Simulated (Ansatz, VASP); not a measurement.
# One calculation of Zr3CN3, two programs

```
Zr C N
1.0
     4.55103    0.00000    0.00000
     0.00000    4.55103    0.00000
     0.00000    0.00000    4.55103
Zr C N
3 1 3
Cartesian
  2.2755 0.0000 0.0000
  0.0000 2.2755 0.0000
  0.0000 0.0000 2.2755
  0.0000 0.0000 0.0000
  0.0000 2.2755 2.2755
  2.2755 0.0000 2.2755
  2.2755 2.2755 0.0000
```

Alike in both runs: task single point; functional PBE; k mesh 6 × 6 × 6; occupations gaussian, width 0.2 eV; no spin polarisation.

```csv
,VASP,Ansatz
version,VASP 6.6.1,Ansatz 0.2.0
potentials or method,"VASP PAW PBE potentials, release 64 (Zr_sv, C, N), cutoff 520 eV","scalar-relativistic, plane waves, PAW"
valence electrons in the cell,55,55
```

VASP gave:

```
gap on the k mesh at the Fermi level (eV) : none
pressure (GPa)                            : 0.2
```

Task: What did Ansatz give for the same quantities?

Result: gap on the k mesh at the Fermi level (eV): none; pressure (GPa): 0.0.

A gap of «none» marks a metal or a gap that the smearing closes.
